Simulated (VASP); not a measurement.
A run of VASP 6.6.1 is set up as follows.

The input INCAR:

```
PREC = Accurate
ENCUT = 500
EDIFF = 1E-6
ISMEAR = 0
SIGMA = 0.1
LREAL = False
LASPH = True
NELM = 120
ALGO = Normal
ISIF = 2
LWAVE = False
LCHARG = False
GGA = PS
NBANDS = 12
GGA_COMPAT = False
```

KPOINTS

```
Automatic mesh
0
Gamma
  8 8 8
```

POSCAR

```
Zn
1.0
    0.0000000000      2.0250546386      2.0250546386
    2.0250546386      0.0000000000      2.0250546386
    2.0250546386      2.0250546386      0.0000000000
Zn
1
Direct
    0.0000000000      0.0000000000      0.0000000000
```

Potentials or basis: VASP PAW PBE potentials, release 64 (Zn).

Launch:

```console
$ cat potpaw_PBE.64/Zn/POTCAR > POTCAR
$ mpirun -np 1 vasp_std > vasp.out
```

What does it give for the pressure?

-8.7 GPa.

What does it give for the band gap on the k mesh?

Zero (band 6 reaches 4.49 eV, above the bottom of band 7 at 0.78 eV).

Caveat: the cell differs from its parent crystal (Cd replaced by Zn, lengths x 0.908, strained); the PAW data sets were made with another functional, which shifts forces and pressure a little.
